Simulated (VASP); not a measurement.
# Ba5Na4F14 in VASP: a series of runs, part 2 of 2

VASP 6.6.1.

### Step 5. Single point, PBE

File INCAR:

```
SYSTEM = Ba5Na4F14
ALGO     = Normal         ! electronic algorithm
EDIFF    = 1E-6           ! SCF threshold, eV
ENCUT    = 520            ! plane-wave cutoff, eV
GGA      = PE             ! functional
ISIF     = 2              ! what is computed and relaxed
ISMEAR   = -1             ! smearing method
ISYM     = 0            
LASPH    = .TRUE.         ! aspherical terms in the spheres
LCHARG   = .FALSE.        ! write CHGCAR
LREAL    = Auto         
LWAVE    = .FALSE.        ! write WAVECAR
NBANDS   = 105            ! bands
NELM     = 60             ! most SCF steps
PREC     = Accurate       ! precision mode
SIGMA    = 0.05           ! smearing width, eV
```

File KPOINTS:

```
k-points
0
G
  1 1 1
  0 0 0
```

File POSCAR:

```
Ba5Na4F14
1.0
    7.5902190000      0.3427840000      0.0528720000
    0.3427840000      7.5783980000     -0.1247070000
    0.0528720000     -0.1247070000      7.4653180000
Ba F Na
5 14 4
Direct
    0.6675944704      0.3014350336      0.5064620159
    0.8195428547      0.3523217522      0.0313586265
    0.2965864349      0.9551827928      0.3320779989
    0.0051302145      0.8340225788      0.8038650475
    0.8126722598      0.7812629449      0.3081429820
    0.3536534765      0.8650134102     -0.0292232882
    0.0015643215      0.4518718063      0.2946556153
    0.8246136931      0.5900858196      0.6216617775
    0.7745455504      0.7173525381      0.9730797952
    0.5432637538      0.3897458715      0.8354419192
    0.2276000796      0.6977128901      0.5281951834
    0.7880549636      0.0852630150      0.8307127510
    0.5689380801      0.8964847462      0.5770492334
    0.0132038462     -0.0135081100      0.1515410771
   -0.0200124691      0.0609633878      0.5074283052
    0.6249676027      0.5299342760      0.2658692137
    0.1162465484      0.4679200050      0.9261187149
    0.5902733415      0.1132484123      0.2161129556
    0.3537639239      0.2868935672      0.4433692483
    0.5511023097      0.6883597620      0.7763100513
    0.5129189393      0.0655780862      0.8608678152
    0.2842665205      0.4458302423      0.1825802213
    0.1326032540      0.4447814426      0.5989805605
```

Potentials or basis: VASP PAW PBE potentials, release 64 (Ba_sv, F, Na_pv).

Command:

```bash
$ cat potpaw_PBE.64/Ba_sv/POTCAR potpaw_PBE.64/F/POTCAR potpaw_PBE.64/Na_pv/POTCAR > POTCAR
$ mpirun -np 1 vasp_gam > vasp.out
```

OUTCAR:

```text
SYSTEM = Ba5Na4F14
   EDIFF = 1E-6
   ENCUT = 520
   GGA = PE
   ISIF = 2
   ISMEAR = -1
   ISYM = 0
   LASPH = .TRUE.
   LREAL = Auto
   NELM = 60
   PREC = Accurate

 ion  position               nearest neighbor table
   1  0.668  0.301  0.506-  19 2.45  16 2.54  18 2.66  10 2.66   8 2.71  15 2.86  12 3.07   7 3.28
                            13 3.28  21 3.49  20 3.54   2 3.76   2 4.12   5 4.21   3 4.21   5 4.22
   2  0.820  0.352  0.031-  12 2.51  16 2.55   7 2.55  10 2.57  17 2.61   9 2.81  18 2.98  14 3.18
                            21 3.55  20 3.71   1 3.76   5 3.79   1 4.12   4 4.34   4 4.42
   3  0.297  0.955  0.332-  14 2.55  11 2.57  19 2.70  15 2.76  18 2.77   6 2.78  13 2.80   5 4.02
                             5 4.02   1 4.21   4 4.30   4 4.65
   4  0.005  0.834  0.804-   9 2.40  12 2.41   8 2.74  11 2.76  14 2.81  15 2.85   6 2.97  17 3.00
                            23 3.34  20 3.72   5 4.02   5 4.07   3 4.30   2 4.34   2 4.42   3 4.65
   5  0.813  0.781  0.308-  16 2.50   9 2.56  14 2.57   7 2.77  13 2.78   8 2.79  15 2.94  18 3.01
                             2 3.79   4 4.02   3 4.02   3 4.02   4 4.07   1 4.21   1 4.22
   6  0.354  0.865  0.971-  21 2.20   3 2.78   4 2.97
   7  0.002  0.452  0.295-  22 2.29   2 2.55   5 2.77   1 3.28
   8  0.825  0.590  0.622-   1 2.71   4 2.74   5 2.79
   9  0.775  0.717  0.973-  20 2.28   4 2.40   5 2.56   2 2.81
  10  0.543  0.390  0.835-  20 2.33   2 2.57   1 2.66
  11  0.228  0.698  0.528-  23 2.19   3 2.57   4 2.76
  12  0.788  0.085  0.831-  21 2.12   4 2.41   2 2.51   1 3.07
  13  0.569  0.896  0.577-  20 2.22   5 2.78   3 2.80   1 3.28
  14  0.013  0.986  0.152-   3 2.55   5 2.57   4 2.81   2 3.18
  15  0.980  0.061  0.507-   3 2.76   4 2.85   1 2.86   5 2.94
  16  0.625  0.530  0.266-   5 2.50   1 2.54   2 2.55
  17  0.116  0.468  0.926-  22 2.32   2 2.61   4 3.00
  18  0.590  0.113  0.216-   1 2.66   3 2.77   2 2.98   5 3.01
  19  0.354  0.287  0.443-  23 2.26   1 2.45   3 2.70
  20  0.551  0.688  0.776-  13 2.22   9 2.28  10 2.33   1 3.54   2 3.71   4 3.72
  21  0.513  0.066  0.861-  12 2.12   6 2.20   1 3.49   2 3.55
  22  0.284  0.446  0.183-   7 2.29  17 2.32
  23  0.133  0.445  0.599-  11 2.19  19 2.26   4 3.34

IMPORTANT INFORMATION: All symmetrisations will be switched off!
NOSYMM: (Re-)initialisation of all symmetry stuff for point group C_1.

----------------------------------------------------------------------------------------

[... 142 lines left out ...]
  energy-cutoff  :      520.00
  volume of cell :      428.40
 maximum number of plane-waves:      5749
 NGX is ok and might be reduce to    60
   NGX = 29   NGY = 29   NGZ = 27

 number of electron     175.9999992 magnetization

 Free energy of the ion-electron system (eV)
  ---------------------------------------------------
  ext. energy  EPLUGINS =         0.00000000
  ---------------------------------------------------
  free energy    TOTEN  =      -115.64116286 eV

  energy without entropy =     -115.64116286  energy(sigma->0) =     -115.64116286

 E-fermi :  -0.4832     XC(G=0):  -8.4561

 val. band max:       -1.6914575340   @ k =   0.0000   0.0000   0.0000
 cond. band min:       3.4801006197   @ k =   0.0000   0.0000   0.0000
 fundamental gap:      5.1715581537
 Fermi energy:        -0.4831619988

 k-point     1 :       0.0000    0.0000    0.0000
  band No.  band energies     occupation
      1     -25.7552      2.00000
      2     -25.6567      2.00000
      3     -25.5707      2.00000
      4     -25.3741      2.00000
      5     -25.2970      2.00000
      6     -22.5250      2.00000
[... 92 lines left out ...]
     99       6.5085      0.00000
    100       6.5366      0.00000
 [bands above 100 left out]

------------------------ aborting loop because EDIFF is reached ----------------------------------------

  FORCE on cell =-STRESS in cart. coord.  units (eV):
  Direction    XX          YY          ZZ          XY          YZ          ZX
  --------------------------------------------------------------------------------------
  -------------------------------------------------------------------------------------
  Total        5.1147781      2.1362583      4.2037179      1.2299742      3.8073841     -3.4148589
  in kB       19.1289486      7.9894718     15.7216409      4.6000262     14.2393772    -12.7713579
  external PRESSURE =      14.2800205 kB  Pullay stress =       0.0000000 kB

 VOLUME and BASIS-vectors are now :
 -----------------------------------------------------------------------------
  energy-cutoff  :      520.00
  volume of cell :      428.40
      direct lattice vectors                 reciprocal lattice vectors
     7.590219000  0.342784000  0.052872000     0.132026177 -0.005988805 -0.001035098
     0.342784000  7.578398000 -0.124707000    -0.005988805  0.132261948  0.002251831
     0.052872000 -0.124707000  7.465318000    -0.001035098  0.002251831  0.133997714

 POSITION                                       TOTAL-FORCE (eV/Angst)
 -----------------------------------------------------------------------------------
      5.19729      2.45008      3.77861         1.030409     -0.613692      0.517719
      6.34294      2.94705      0.23350         0.535128     -0.295426     -0.227746
      2.59613      7.29901      2.37563         0.136591      0.476945     -0.054435
      0.36733      6.22207      5.89737         1.450104     -0.008657     -0.235374
      6.45246      6.16087      2.24592         0.170181      0.788867      0.865438
      3.03215      6.55558      7.15798        -0.130926     -0.064981     -0.043191
[... 15 lines left out ...]
      2.32012      3.45335      1.32245         0.038700      0.006032     -0.042614
      1.19062      3.34149      4.42312        -0.112794     -0.284969     -0.115469
 -----------------------------------------------------------------------------------
    total drift:                               -0.003361     -0.002981     -0.004713

  FREE ENERGIE OF THE ION-ELECTRON SYSTEM (eV)
  ---------------------------------------------------
  free  energy   TOTEN  =      -115.6411628592 eV

  energy  without entropy=     -115.6411628591  energy(sigma->0) =     -115.64116286
```

OSZICAR:

```text
N       E                     dE             d eps       ncg     rms          rms(c)
DAV:   1     0.261243642467E+04    0.26124E+04   -0.96531E+04   210   0.187E+03
DAV:   2     0.262121303483E+03   -0.23503E+04   -0.22530E+04   250   0.499E+02
DAV:   3    -0.105801950130E+03   -0.36792E+03   -0.36099E+03   227   0.213E+02
DAV:   4    -0.128845226151E+03   -0.23043E+02   -0.22933E+02   284   0.550E+01
DAV:   5    -0.129804234606E+03   -0.95901E+00   -0.95813E+00   332   0.992E+00    0.229E+01
DAV:   6    -0.115570865435E+03    0.14233E+02   -0.63903E+01   276   0.280E+01    0.109E+01
DAV:   7    -0.115742951348E+03   -0.17209E+00   -0.69126E+00   308   0.940E+00    0.598E+00
DAV:   8    -0.115633189068E+03    0.10976E+00   -0.10485E+00   268   0.557E+00    0.169E+00
DAV:   9    -0.115616974889E+03    0.16214E-01   -0.28761E-01   308   0.427E+00    0.485E-01
DAV:  10    -0.115637469796E+03   -0.20495E-01   -0.11566E-01   284   0.170E+00    0.321E-01
DAV:  11    -0.115640622725E+03   -0.31529E-02   -0.15429E-02   276   0.686E-01    0.188E-01
DAV:  12    -0.115641050693E+03   -0.42797E-03   -0.59601E-03   260   0.373E-01    0.770E-02
DAV:  13    -0.115641109820E+03   -0.59126E-04   -0.89900E-04   316   0.169E-01    0.379E-02
DAV:  14    -0.115641168162E+03   -0.58342E-04   -0.35256E-04   260   0.905E-02    0.313E-02
DAV:  15    -0.115641163369E+03    0.47929E-05   -0.40637E-05   308   0.421E-02    0.207E-02
DAV:  16    -0.115641162266E+03    0.11024E-05   -0.95334E-05   252   0.532E-02    0.107E-02
DAV:  17    -0.115641162334E+03   -0.67983E-07   -0.13137E-05   260   0.203E-02    0.615E-03
DAV:  18    -0.115641162859E+03   -0.52502E-06   -0.64598E-06   196   0.112E-02
   1 F= -.11564116E+03 E0= -.11564116E+03  d E =-.809395E-10
```

Run time: 89 s. Hardware: 1 thread of Intel Xeon Platinum 8259CL at 2.50GHz (Skylake/Cascade Lake), shared host; peak memory 0.42 GiB.

What came out:

| Item | Value |
| --- | --- |
| Free energy | -115.6412 eV |
| Pressure | 1.4 GPa |
| Largest force | 1.469 eV/Å |

Forces on the atoms (eV/Å):
```
Ba   1.030 -0.614  0.518
Ba   0.535 -0.295 -0.228
Ba   0.137  0.477 -0.054
Ba   1.450 -0.009 -0.235
Ba   0.170  0.789  0.865
F   -0.131 -0.065 -0.043
F    0.180  0.180  0.334
F    0.168 -0.258 -0.039
F   -0.721 -0.475  0.530
F   -0.360 -0.016 -0.231
F   -0.083  0.141 -0.040
F   -0.253  0.577 -0.244
F   -0.232  0.480 -0.259
F    0.035 -0.008 -0.664
F    0.125 -0.181  0.225
F   -1.084 -0.041 -0.043
F    0.129  0.034 -0.401
F    0.214 -0.257 -0.318
F   -0.860 -0.082  0.076
Na  -0.196 -0.153  0.163
Na  -0.178  0.055  0.247
Na   0.039  0.006 -0.043
Na  -0.113 -0.285 -0.115
```

Stress tensor (GPa, compression positive):
```
 1.91  0.46 -1.28
 0.46  0.80  1.42
-1.28  1.42  1.57
```

Levels at points of the mesh, in eV from the Fermi level:
| k point | band 86 | band 87 | band 88 | band 89 | band 90 | band 91 |
| --- | --- | --- | --- | --- | --- | --- |
| (0.00, 0.00, 0.00) | -1.54 | -1.51 | -1.21 | 3.96 | 5.45 | 5.86 |

Caveat: the k points lie up to 0.84 Å⁻¹ apart, too coarse for converged energies, forces and pressures; the atoms stand as in a frame of molecular dynamics; spin-orbit coupling is left out, which moves the levels of the heavy elements.

### Step 6. Single point, PBE

This run uses another cell than the first one, of 18.19 Å³/atom.

File INCAR:

```
SYSTEM = Ba5Na4F14
ALGO = Normal
EDIFF = 1E-6
ENCUT = 520
GGA = PE
ISIF = 2
ISMEAR = 0
ISYM = 0
LASPH = .TRUE.
LCHARG = .TRUE.
LELF = .TRUE.
LREAL = Auto
LVHAR = .TRUE.
LWAVE = .FALSE.
NBANDS = 105
NELM = 100
PREC = Accurate
SIGMA = 0.1
```

File KPOINTS:

```
Automatic mesh
0
Gamma
  1 1 1
  0.25 0.25 0.25
```

File POSCAR:

```
Ba5Na4F14
1.0
    7.7364791084      0.3453754845     -0.0441025094
    0.3648566450      7.2848903665      0.1578969741
   -0.0543683670      0.1631334148      7.4421511028
Ba F Na
5 14 4
Direct
    0.6023777763      0.2849315391      0.5327584125
    0.8338732774      0.3593292663      0.0340594669
    0.2769443357      0.9128151982      0.3372879083
    0.0440135393      0.8296925714      0.8433279056
    0.7885143945      0.7993625566      0.3288487963
    0.3538023015      0.8499933173      0.9904395506
    0.0808535882      0.6228404225      0.2453455258
    0.8200632283      0.5392139528      0.5935654560
    0.7503237354      0.7359277175      0.9725465343
    0.5189802638      0.3729196147      0.8698974104
    0.2825495621      0.6737942598      0.6067429056
    0.8064578280      0.1258499986      0.7982451243
    0.5498179407      0.9337856438      0.5821605977
    0.0085740790      1.0382013290      0.1294892854
    0.9989483461     -0.0328832260      0.5180934047
    0.5857508946      0.5292665403      0.2643189930
    0.1071394352      0.4574973898      0.8875022773
    0.6193273825      0.1110838078      0.2132234910
    0.2906654386      0.2632662552      0.3990192202
    0.5193766522      0.6825788577      0.7815380373
    0.5668173259      0.0302400944      0.9272593124
    0.3236625525      0.4440143384      0.1173368562
    0.1142599134      0.4440347547      0.5696509214
```

Potentials or basis: VASP PAW PBE potentials, release 64 (Ba_sv, F, Na_pv).

Command:

```bash
$ cat potpaw_PBE.64/Ba_sv/POTCAR potpaw_PBE.64/F/POTCAR potpaw_PBE.64/Na_pv/POTCAR > POTCAR
$ mpirun -np 1 vasp_std > vasp.out
```

Wall time 91 s (1 thread of Intel Xeon Platinum 8488C (Sapphire Rapids), shared host); peak memory 0.42 GiB.

It converged, with:

| Item | Value |
| --- | --- |
| Free energy | -117.3952 eV |
| Pressure | 0.7 GPa |
| Largest force | 0.153 eV/Å |

Forces on the atoms (eV/Å):
```
Ba   0.011  0.017  0.004
Ba  -0.046  0.071  0.126
Ba   0.137 -0.012 -0.067
Ba   0.020 -0.007 -0.004
Ba  -0.061  0.012 -0.018
F    0.062  0.000 -0.019
F    0.044 -0.092 -0.041
F    0.043 -0.001  0.059
F   -0.073  0.011 -0.015
F   -0.059  0.007  0.022
F    0.042 -0.093  0.035
F   -0.014 -0.060 -0.051
F   -0.005 -0.049  0.041
F   -0.021  0.003  0.032
F   -0.032  0.095  0.021
F   -0.052  0.030 -0.041
F    0.116 -0.009 -0.048
F   -0.051  0.019 -0.028
F   -0.072  0.065 -0.008
Na   0.002  0.004  0.008
Na   0.004 -0.009 -0.014
Na   0.006  0.005  0.001
Na  -0.001 -0.008  0.004
```

Stress tensor (GPa, compression positive):
```
 0.83  0.04 -0.10
 0.04  0.60  0.16
-0.10  0.16  0.76
```

Levels at points of the mesh, in eV from the Fermi level:
| k point | band 86 | band 87 | band 88 | band 89 | band 90 | band 91 |
| --- | --- | --- | --- | --- | --- | --- |
| (0.25, 0.25, 0.25) | -0.62 | -0.57 | -0.49 | 5.90 | 6.70 | 6.96 |

Caveat: the k points lie up to 0.87 Å⁻¹ apart, too coarse for converged energies, forces and pressures; spin-orbit coupling is left out, which moves the levels of the heavy elements.

### Step 7. Summary

| cell | k mesh | smearing | pressure (GPa) | largest force (eV/Å) |
| --- | --- | --- | --- | --- |
| a = 7.598, b = 7.587, c = 7.467 Å, angles 91.9, 89.2, 84.8°, 23 atoms, atomic positions A | 1 × 1 × 1 | fermi-dirac 0.0655 eV | 2.7 | 1.62 |
| a = 7.598, b = 7.587, c = 7.467 Å, angles 91.9, 89.2, 84.8°, 23 atoms, atomic positions B | 1 × 1 × 1 | fermi-dirac 0.05 eV | 1.1 | 1.84 |
| a = 7.598, b = 7.587, c = 7.467 Å, angles 91.9, 89.2, 84.8°, 23 atoms, atomic positions C | 1 × 1 × 1 | fermi-dirac 0.05 eV | 0.3 | 1.01 |
| a = 7.598, b = 7.587, c = 7.467 Å, angles 91.9, 89.2, 84.8°, 23 atoms, atomic positions D | 1 × 1 × 1 | fermi-dirac 0.05 eV | 1.4 | 1.47 |
| a = 7.744, b = 7.296, c = 7.444 Å, angles 87.5, 90.7, 84.6°, 23 atoms, atomic positions E | 1 × 1 × 1, shifted | gaussian 0.1 eV | 0.7 | 0.15 |

Alike in all rows: task single point; level PBE; potentials or basis VASP PAW PBE potentials, release 64 (Ba_sv, F, Na_pv); no spin polarisation; cutoff (eV) 520.

Caveats: all runs use coarse meshes; spin-orbit coupling is left out, which moves the levels of the heavy elements; the atoms stand as in a frame of molecular dynamics (at least some runs).

Absolute energies hang on the potentials; compare differences alone.
